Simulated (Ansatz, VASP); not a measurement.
# One calculation of Te, two programs

```
CELL_PARAMETERS angstrom
4.42091 0.00795 -0.04238
-2.20357 3.87986 0.04237
-0.05637 0.03253 5.95873
ATOMIC_POSITIONS crystal
Te 0.28200 0.02174 0.19622
Te 0.04063 0.28007 0.82343
Te 0.69199 0.72020 0.49302
```

Change from the starting cell: all atoms moved at random (sigma 0.1 Å), cell strained at random (1 %).

Alike in both runs: task single point; functional PBE; k mesh 8 × 8 × 6; occupations gaussian, width 0.01 eV; no spin polarisation.

```csv
,VASP,Ansatz
version,VASP 6.6.1,Ansatz 0.2.0
potentials or method,"VASP PAW PBE potentials, release 64 (Te), cutoff 520 eV","scalar-relativistic, plane waves, PAW"
valence electrons in the cell,18,48
```

|  | VASP | Ansatz | Ansatz less VASP |
| --- | --- | --- | --- |
| gap on the k mesh at the Fermi level (eV) | none | none | - |
| pressure (GPa) | 1.3 | 1.3 | +0.01 |
| traceless stress, the component that is largest in VASP (GPa) | -0.98 | -0.98 | +0.001 |
| rms of the force components (eV/Å) | 0.382 | 0.381 | -0.0013 |

Atom by atom the forces differ by 0.004 eV/Å (rms over components). A gap of «none» marks a metal or a gap that the smearing closes. VASP's potentials hold 18 valence electrons a cell and Ansatz's 48, so a difference there can come from the potentials and not from the codes.

Spin-orbit coupling is off throughout.
